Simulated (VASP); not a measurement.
# H2C18O in VASP: notebook

Runs on H2C18O. Level: LDA. Tasks: single point.

Everything below comes from runs of VASP 6.6.1. Logs are shortened: lines on timing, memory, paths and dates and some standing lists are left out, and cuts for length are marked.

## 1. The cell of the first run

The cell holds a slab with vacuum, 21 atoms: a = 7.398 Å, b = 7.398 Å, c = 11.000 Å, α = 90.00°, β = 90.00°, γ = 120.00°.

## 2. Single point, LDA

INCAR reads:

```
PREC     = Accurate       # precision mode
ENCUT    = 520            # plane-wave cutoff, eV
EDIFF    = 1E-7           # SCF threshold, eV
ISMEAR   = 0              # smearing method
SIGMA    = 0.02           # smearing width, eV
LREAL    = Auto         
LASPH    = T              # aspherical terms in the spheres
NELM     = 60             # most SCF steps
ALGO     = Normal         # electronic algorithm
ISIF     = 2              # what is computed and relaxed
LWAVE    = F              # write WAVECAR
LCHARG   = T              # write CHGCAR
LELF     = T              # ELF
LVHAR    = T            
NBANDS   = 56             # bands
```

KPOINTS reads:

```
regular mesh
0
Gamma
  2 2 1
```

POSCAR reads:

```
H2C18O
1.0
    7.3980000000      0.0000000000      0.0000000000
   -3.6990000000      6.4068560000      0.0000000000
    0.0000000000      0.0000000000     11.0000000000
C O H
18 1 2
Direct
   -0.0009398259     -0.0039718389      0.0743103636
    0.2204168131      0.1083497116      0.0776365455
    0.0007622110      0.3290578093      0.0881367273
    0.2211091803      0.4401715912      0.0956922727
   -0.0035280888      0.6605280343      0.0779541818
    0.2188368226      0.7762248754      0.0763627273
    0.3277461775     -0.0064819624      0.0768396364
    0.5506203302      0.0985985950      0.1066655455
    0.3305233142      0.3291236763      0.0884176364
    0.5559614976      0.4397013137      0.0890502727
    0.3357795450      0.6694901524      0.1032369091
    0.5598298975      0.7766178918      0.0768664545
    0.6683139781     -0.0064212462      0.0762804545
    0.8901061803      0.1082991408      0.0772855455
    0.6652622993      0.3281863991      0.0969465455
    0.8860287342      0.4396143756      0.0888680909
    0.6664306676      0.6606529006      0.0783030909
    0.8878449480      0.7735393148      0.0748255455
    0.5132685752      0.0021064934      0.2620405455
    0.3891205307     -0.2257892171      0.2059333636
    0.4098055486      0.0328649497      0.2965294545
```

Potentials or basis: VASP PAW LDA potentials, release 64 (C, O, H).

Run with:

```
> cat potpaw_LDA.64/C/POTCAR potpaw_LDA.64/O/POTCAR potpaw_LDA.64/H/POTCAR > POTCAR
> mpirun -np 1 vasp_std > vasp.out
```

OUTCAR:

```text
PREC = Accurate
   ENCUT = 520
   EDIFF = 1E-7
   ISMEAR = 0
   LREAL = Auto
   LASPH = T
   NELM = 60
   ISIF = 2

 ion  position               nearest neighbor table
   1  0.999  0.996  0.074-  14 1.42   2 1.42  18 1.43
   2  0.220  0.108  0.078-   1 1.42   9 1.42   7 1.42
   3  0.001  0.329  0.088-   4 1.41  14 1.42  16 1.44
   4  0.221  0.440  0.096-   3 1.41   9 1.41  11 1.47
   5  0.996  0.661  0.078-  16 1.42  18 1.42   6 1.43
   6  0.219  0.776  0.076-   7 1.39   5 1.43  11 1.46
   7  0.328  0.994  0.077-   6 1.39   2 1.42   8 1.47
   8  0.551  0.099  0.107-   7 1.47  13 1.47  15 1.47  19 1.82
   9  0.331  0.329  0.088-   4 1.41   2 1.42  10 1.44
  10  0.556  0.440  0.089-  15 1.42  17 1.42   9 1.44
  11  0.336  0.669  0.103-  20 1.31   6 1.46  12 1.46   4 1.47
  12  0.560  0.777  0.077-  13 1.39  17 1.43  11 1.46
  13  0.668  0.994  0.076-  12 1.39  14 1.42   8 1.47
  14  0.890  0.108  0.077-   1 1.42   3 1.42  13 1.42
  15  0.665  0.328  0.097-  16 1.42  10 1.42   8 1.47
  16  0.886  0.440  0.089-  15 1.42   5 1.42   3 1.44
  17  0.666  0.661  0.078-  18 1.42  10 1.42  12 1.43
  18  0.888  0.774  0.075-  17 1.42   5 1.42   1 1.43
  19  0.513  0.002  0.262-  21 0.98   8 1.82
  20  0.389  0.774  0.206-  11 1.31
  21  0.410  0.033  0.297-  19 0.98

  LATTYP: Found a hexagonal cell.
 ALAT       =     7.3980000000
 C/A-ratio  =     1.4868883482

  Lattice vectors:

 A1 = (   7.3980000000,   0.0000000000,   0.0000000000)
 A2 = (  -3.6990000000,   6.4068560000,   0.0000000000)
 A3 = (   0.0000000000,   0.0000000000,  11.0000000000)

Analysis of symmetry for initial positions (statically):
=====================================================================
 Subroutine PRICEL returns:
 Original cell was already a primitive cell.

 Routine SETGRP: Setting up the symmetry group for a
 hexagonal supercell.

 Subroutine GETGRP returns: Found  1 space group operations
 (whereof  1 operations were pure point group operations)
 out of a pool of 24 trial point group operations.

The static configuration has the point symmetry C_1 .

Analysis of symmetry for dynamics (positions and initial velocities):
=====================================================================
 Subroutine PRICEL returns:
 Original cell was already a primitive cell.

 Routine SETGRP: Setting up the symmetry group for a
 hexagonal supercell.

 Subroutine GETGRP returns: Found  1 space group operations
 (whereof  1 operations were pure point group operations)
 out of a pool of 24 trial point group operations.

The dynamic configuration has the point symmetry C_1 .

 Subroutine INISYM returns: Found  1 space group operations
 (whereof  1 operations are pure point group operations),
 and found     1 'primitive' translations

----------------------------------------------------------------------------------------

                                     Primitive cell

  volume of cell :     521.3771

  direct lattice vectors                    reciprocal lattice vectors
     7.398000000  0.000000000  0.000000000     0.135171668  0.078041398  0.000000000
    -3.699000000  6.406856000  0.000000000     0.000000000  0.156082796  0.000000000
     0.000000000  0.000000000 11.000000000     0.000000000  0.000000000  0.090909091

  length of vectors
     7.398000000  7.398000054 11.000000000     0.156082797  0.156082796  0.090909091

  position of ions in fractional coordinates (direct lattice)
     0.999060174  0.996028161  0.074310364
     0.220416813  0.108349712  0.077636545
     0.000762211  0.329057809  0.088136727
     0.221109180  0.440171591  0.095692273
     0.996471911  0.660528034  0.077954182
     0.218836823  0.776224875  0.076362727
[... 13 lines left out ...]
     0.389120531  0.774210783  0.205933364
     0.409805549  0.032864950  0.296529455

  ion indices of the primitive-cell ions
   primitive index   ion index
                 1           1
                 2           2
                 3           3
                 4           4
                 5           5
                 6           6
[... 13 lines left out ...]
                20          20
                21          21

----------------------------------------------------------------------------------------

 KPOINTS: regular mesh

Automatic generation of k-mesh.
 Grid dimensions read from file:
 generate k-points for:    2    2    1

 Generating k-lattice:

  Cartesian coordinates                     Fractional coordinates (reciprocal lattice)
     0.067585834  0.039020699  0.000000000     0.500000000 -0.000000000  0.000000000
     0.000000000  0.078041398  0.000000000     0.000000000  0.500000000  0.000000000
     0.000000000  0.000000000  0.090909091     0.000000000  0.000000000  1.000000000

  Length of vectors
     0.078041399  0.078041398  0.090909091

  Shift w.r.t. Gamma in fractional coordinates (k-lattice)
     0.000000000  0.000000000  0.000000000

 Subroutine IBZKPT returns following result:
 ===========================================

 Found      4 irreducible k-points:

 Following reciprocal coordinates:
            Coordinates               Weight
  0.000000  0.000000  0.000000      1.000000
  0.500000 -0.000000  0.000000      1.000000
  0.000000  0.500000  0.000000      1.000000
  0.500000  0.500000  0.000000      1.000000
   k-points           NKPTS =      4   k-points in BZ     NKDIM =      4   number of bands    NBANDS=     56
   number of dos      NEDOS =    301   number of ions     NIONS =     21
   total plane-waves  NPLWV = 263424
   dimension x,y,z NGX =    56 NGY =   56 NGZ =   84
   dimension x,y,z NGXF=   112 NGYF=  112 NGZF=  168
   ions per type =              18   1   2
   NGX,Y,Z   is equivalent  to a cutoff of  12.58, 12.58, 12.70 a.u.
   NGXF,Y,Z  is equivalent  to a cutoff of  25.17, 25.17, 25.39 a.u.
 SYSTEM =  unknown system
   PREC   = accura    normal or accurate (medium, high low for compatibility)
   ISTART =      0    job   : 0-new  1-cont  2-samecut
   ICHARG =      2    charge: 1-file 2-atom 10-const
   ISPIN  =      1    spin polarized calculation?
   LNONCOLLINEAR =      F non collinear calculations
   LSORBIT =      F    spin-orbit coupling
   LASPH  =      T    aspherical Exc in radial PAW
   ENCUT  =  520.0 eV  38.22 Ry    6.18 a.u.  13.76 13.76 20.45*2*pi/ulx,y,z
   NELM   =     60;   NELMIN=  2; NELMDL= -5     # of ELM steps
   EDIFF  = 0.1E-06   stopping-criterion for ELM
   LREAL  =      T    real-space projection
   EDIFFG = 0.1E-05   stopping-criterion for IOM
   NSW    =      0    number of steps for IOM
   IBRION =     -1    ionic relax: 0-MD 1-quasi-New 2-CG
   NFREE  =      0    steps in history (QN), initial steepest desc. (CG)
   ISIF   =      2    stress and relaxation
   ISYM   =      2    0-nonsym 1-usesym 2-fastsym
   POTIM  = 0.5000    time-step for ionic-motion
   TEBEG  =    0.0;   TEEND  =   0.0 temperature during run
   PSTRESS=    0.0 pullay stress
   NELECT =      80.0000    total number of electrons
   NUPDOWN=      -1.0000    fix difference up-down
   EMIN   =  10.00;   EMAX   =-10.00  energy-range for DOS
   EFERMI =   0.00;   METHOD = LEGACY
   ISMEAR =     0;   SIGMA  =   0.02  broadening in eV -4-tet -1-fermi 0-gaus
   EFERMI_NEDOS =   21; number of points for ismear=-14 and -15
   IALGO  =     38    algorithm
   IMIX   =      4    mixing-type and parameters
     AMIX     =   0.40;   BMIX     =  1.00
     AMIX_MAG =   1.60;   BMIX_MAG =  1.00
  volume/ion in A,a.u.               =      24.83       167.54
  Fermi-wavevector in a.u.,A,eV,Ry     =   0.876437  1.656226 10.451210  0.768142
  Thomas-Fermi vector in A             =   1.996247
   LORBIT       =      0    0 simple, 1 ext, 2 COOP (PROOUT), +10 PAW based schemes
   GGA     = CA    functional components
   LHFCALC =     F    Hartree Fock is set to
   AEXX    =    0.0000 exact exchange contribution
   IVDW    =     0    specifies the selected vdW correction
   LEPSILON=     F    determine dielectric tensor
   LRPA    =     F    only Hartree local field effects (RPA)
 non-spin polarized calculation
 Gauss-broadening in eV      SIGMA  =   0.02
  energy-cutoff  :      520.00
  volume of cell :      521.38
 maximum number of plane-waves:     14099
 NGX is ok and might be reduce to    56
   NGX = 27   NGY = 27   NGZ = 41

 number of electron      80.0000000 magnetization

 Free energy of the ion-electron system (eV)
  ---------------------------------------------------
  ext. energy  EPLUGINS =         0.00000000
  ---------------------------------------------------
  free energy    TOTEN  =      -193.16365389 eV

  energy without entropy =     -193.16365389  energy(sigma->0) =     -193.16365389

 E-fermi :  -1.5996     XC(G=0):  -4.3887

 val. band max:       -1.7268157723   @ k =   0.0000   0.0000   0.0000
 cond. band min:      -1.4636817047   @ k =   0.0000   0.0000   0.0000
 fundamental gap:      0.2631340677
 Fermi energy:        -1.5996262172

 k-point     1 :       0.0000    0.0000    0.0000
  band No.  band energies     occupation
      1     -21.7112      2.00000
      2     -20.6488      2.00000
      3     -18.5507      2.00000
      4     -18.4595      2.00000
      5     -18.4070      2.00000
      6     -18.3234      2.00000
[... 44 lines left out ...]
     51       3.9939      0.00000
     52       4.5294      0.00000

 k-point     2 :       0.5000   -0.0000    0.0000
  band No.  band energies     occupation
      1     -21.6434      2.00000
      2     -20.2890      2.00000
      3     -20.0384      2.00000
      4     -19.0581      2.00000
      5     -18.8705      2.00000
      6     -16.6515      2.00000
[... 44 lines left out ...]
     51       4.2420      0.00000
     52       4.5249      0.00000

 k-point     3 :       0.0000    0.5000    0.0000
  band No.  band energies     occupation
      1     -21.6411      2.00000
      2     -20.3052      2.00000
      3     -20.0345      2.00000
      4     -18.9957      2.00000
      5     -18.9187      2.00000
      6     -16.6571      2.00000
[... 44 lines left out ...]
     51       4.3371      0.00000
     52       4.4229      0.00000

 k-point     4 :       0.5000    0.5000    0.0000
  band No.  band energies     occupation
      1     -21.6428      2.00000
      2     -20.2940      2.00000
      3     -20.0362      2.00000
      4     -19.0468      2.00000
      5     -18.8792      2.00000
      6     -16.6610      2.00000
[... 44 lines left out ...]
     51       4.1916      0.00000
     52       4.5106      0.00000
 [bands above 52 left out]

------------------------ aborting loop because EDIFF is reached ----------------------------------------

  FORCE on cell =-STRESS in cart. coord.  units (eV):
  Direction    XX          YY          ZZ          XY          YZ          ZX
  --------------------------------------------------------------------------------------
  -------------------------------------------------------------------------------------
  Total       -3.9362010    -15.5560664     -0.0853062     -0.0001068      0.0645135     -0.0860704
  in kB      -12.0958354    -47.8033570     -0.2621437     -0.0003281      0.1982483     -0.2644919
  external PRESSURE =     -20.0537787 kB  Pullay stress =       0.0000000 kB

 VOLUME and BASIS-vectors are now :
 -----------------------------------------------------------------------------
  energy-cutoff  :      520.00
  volume of cell :      521.38
      direct lattice vectors                 reciprocal lattice vectors
     7.398000000  0.000000000  0.000000000     0.135171668  0.078041398  0.000000000
    -3.699000000  6.406856000  0.000000000     0.000000000  0.156082796  0.000000000
     0.000000000  0.000000000 11.000000000     0.000000000  0.000000000  0.090909091

 POSITION                                       TOTAL-FORCE (eV/Angst)
 -----------------------------------------------------------------------------------
      3.70674      6.38141      0.81741         0.001328     -0.003051     -0.001874
      1.22986      0.69418      0.85400         0.000420     -0.000012     -0.003945
     -1.21155      2.10823      0.96950        -0.004496      0.006989      0.000202
      0.00757      2.82012      1.05261        -0.000659      0.018850      0.004063
      4.92861      4.23191      0.85750         0.003969     -0.007733     -0.006344
     -1.25230      4.97316      0.83999         0.004948     -0.013984     -0.006548
[... 13 lines left out ...]
      0.01491      4.96026      2.26527         0.016767      0.031907      0.030650
      2.91017      0.21056      3.26182        -0.172536      0.045903      0.085961
 -----------------------------------------------------------------------------------
    total drift:                                0.012082     -0.022249      0.003726

  FREE ENERGIE OF THE ION-ELECTRON SYSTEM (eV)
  ---------------------------------------------------
  free  energy   TOTEN  =      -193.1636538949 eV

  energy  without entropy=     -193.1636538949  energy(sigma->0) =     -193.16365389
```

Run time: 7.1 min. Hardware: 1 thread of Oxide Virtual Turin-like, shared host; peak memory 0.42 GiB.

Results:

| Item | Value |
| --- | --- |
| Free energy | -193.1637 eV |
| Largest force | 0.198 eV/Å |
| Band gap on the k mesh | 0.26 eV |

Forces in eV/Å, atoms in the order of the input:
```
C    0.001 -0.003 -0.002
C    0.000  0.000 -0.004
C   -0.004  0.007  0.000
C   -0.001  0.019  0.004
C    0.004 -0.008 -0.006
C    0.005 -0.014 -0.007
C    0.004  0.006 -0.020
C    0.009 -0.012  0.056
C   -0.001  0.015  0.004
C   -0.009 -0.002  0.003
C   -0.004 -0.035 -0.006
C    0.004 -0.006 -0.009
C    0.005  0.007 -0.024
C   -0.006  0.000 -0.003
C    0.002  0.000  0.005
C   -0.001 -0.004  0.002
C   -0.001 -0.006 -0.003
C   -0.002  0.000 -0.006
O    0.150 -0.042 -0.102
H    0.017  0.032  0.031
H   -0.173  0.046  0.086
```

Caveat: the k points lie up to 0.49 Å⁻¹ apart; there is no dipole correction, which matters where the two faces differ.

## 3. Single point, LDA

INCAR reads:

```
SYSTEM = H2C18O
PREC = Accurate
ENCUT = 520
EDIFF = 1E-6
ISMEAR = 0
SIGMA = 0.02
LREAL = Auto
LASPH = .TRUE.
NELM = 100
ALGO = Normal
ISIF = 2
LWAVE = .FALSE.
LCHARG = .FALSE.
GGA = CA
NBANDS = 56
```

KPOINTS reads:

```
Automatic mesh
0
G
  2 2 1
  0 0 0
```

POSCAR reads:

```
H2C18O
1.0
    7.3980000000      0.0000000000      0.0000000000
   -3.6990000000      6.4068560000      0.0000000000
    0.0000000000      0.0000000000     11.0000000000
C O H
18 1 2
Direct
   -0.0056317949     -0.0141019246      0.0733025455
    0.2157242575      0.0968588962      0.0763487273
   -0.0049363377      0.3172192414      0.0825670909
    0.2134981447      0.4241306500      0.0874998182
   -0.0065314412      0.6526748845      0.0768470909
    0.2156829434      0.7679003555      0.0839586364
    0.3234482674     -0.0178141978      0.0837422727
    0.5495354644      0.0956508153      0.1204557273
    0.3251061438      0.3171663293      0.0823757273
    0.5527126333      0.4321189676      0.0829710909
    0.3279447144      0.6530483907      0.1134480909
    0.5553224425      0.7681304215      0.0845187273
    0.6622104849     -0.0177720554      0.0843789091
    0.8841595500      0.0969381862      0.0767089091
    0.6639243709      0.3244926997      0.0888233636
    0.8826587637      0.4321653241      0.0831374545
    0.6623339120      0.6528148908      0.0769764545
    0.8834895801      0.7640916231      0.0735304545
    0.5511049235      0.0834434237      0.2525373636
    0.3302183639     -0.3414156647      0.2155360000
    0.4796173458      0.1546407473      0.2839718182
```

Potentials or basis: VASP PAW LDA potentials, release 64 (C, O, H).

Run with:

```
> cat potpaw_LDA.64/C/POTCAR potpaw_LDA.64/O/POTCAR potpaw_LDA.64/H/POTCAR > POTCAR
> mpirun -np 1 vasp_std > vasp.out
```

OUTCAR:

```text
SYSTEM = H2C18O
   PREC = Accurate
   ENCUT = 520
   EDIFF = 1E-6
   ISMEAR = 0
   LREAL = Auto
   LASPH = .TRUE.
   NELM = 100
   ISIF = 2
   GGA = CA

 ion  position               nearest neighbor table
   1  0.994  0.986  0.073-  14 1.42   2 1.42  18 1.42
   2  0.216  0.097  0.076-   9 1.41   1 1.42   7 1.43
   3  0.995  0.317  0.083-   4 1.40  14 1.41  16 1.46
   4  0.213  0.424  0.087-   3 1.40   9 1.40  11 1.49
   5  0.993  0.653  0.077-  16 1.41  18 1.42   6 1.43
   6  0.216  0.768  0.084-   7 1.37   5 1.43  11 1.49
   7  0.323  0.982  0.084-   6 1.37   2 1.43   8 1.50
   8  0.550  0.096  0.120-  19 1.46  13 1.50   7 1.50  15 1.51
[... 450 lines left out ...]
  Total       -4.0982992     -8.3115547      0.2019661     -0.0027933      0.0264456     -0.0583981
  in kB      -12.5939588    -25.5411752      0.6206362     -0.0085838      0.0812667     -0.1794559
  external PRESSURE =     -12.5048326 kB  Pullay stress =       0.0000000 kB

 VOLUME and BASIS-vectors are now :
 -----------------------------------------------------------------------------
  energy-cutoff  :      520.00
  volume of cell :      521.38
      direct lattice vectors                 reciprocal lattice vectors
     7.398000000  0.000000000  0.000000000     0.135171668  0.078041398  0.000000000
    -3.699000000  6.406856000  0.000000000     0.000000000  0.156082796  0.000000000
     0.000000000  0.000000000 11.000000000     0.000000000  0.000000000  0.090909091

 POSITION                                       TOTAL-FORCE (eV/Angst)
 -----------------------------------------------------------------------------------
      3.70950      6.31651      0.80633         0.011738     -0.004315     -0.001122
      1.23765      0.62056      0.83984        -0.003709      0.003586     -0.010770
      6.18809      2.03238      0.90824        -0.007037      0.004701      0.001737
      0.01060      2.71734      0.96250         0.000032      0.011295     -0.005789
      4.93544      4.18159      0.84532        -0.002603     -0.001723      0.003927
     -1.24484      4.91983      0.92355        -0.001499     -0.008164     -0.019136
[... 13 lines left out ...]
      0.00685      4.21946      2.37090         0.003125      0.001487      0.050956
      2.97619      0.99076      3.12369        -0.113716      0.068751      0.086616
 -----------------------------------------------------------------------------------
    total drift:                               -0.044267     -0.000064      0.015608

  FREE ENERGIE OF THE ION-ELECTRON SYSTEM (eV)
  ---------------------------------------------------
  free  energy   TOTEN  =      -194.0565016021 eV

  energy  without entropy=     -194.0565016021  energy(sigma->0) =     -194.05650160
```

Run time: 6 min. Hardware: 1 thread of Oxide Virtual Turin-like, shared host; peak memory 0.42 GiB.

What came out:

```
Free energy            : -194.0565 eV
Largest force          : 0.176 eV/Å
Band gap on the k mesh : 0.34 eV
```

Forces on the atoms (eV/Å):
```
C    0.012 -0.004 -0.001
C   -0.004  0.004 -0.011
C   -0.007  0.005  0.002
C    0.000  0.011 -0.006
C   -0.003 -0.002  0.004
C   -0.001 -0.008 -0.019
C    0.012  0.011 -0.013
C    0.009 -0.006 -0.152
C    0.006  0.004  0.001
C   -0.010 -0.004 -0.004
C    0.003 -0.004 -0.015
C   -0.004 -0.008 -0.015
C   -0.018  0.008 -0.014
C   -0.002  0.007 -0.001
C   -0.002 -0.018 -0.005
C    0.007 -0.004 -0.010
C   -0.009 -0.005  0.003
C    0.013  0.005 -0.005
O    0.108 -0.063  0.123
H    0.003  0.001  0.051
H   -0.114  0.069  0.087
```

Caveat: the k points lie up to 0.49 Å⁻¹ apart; there is no dipole correction, which matters where the two faces differ.

[end of part 1 of 2]
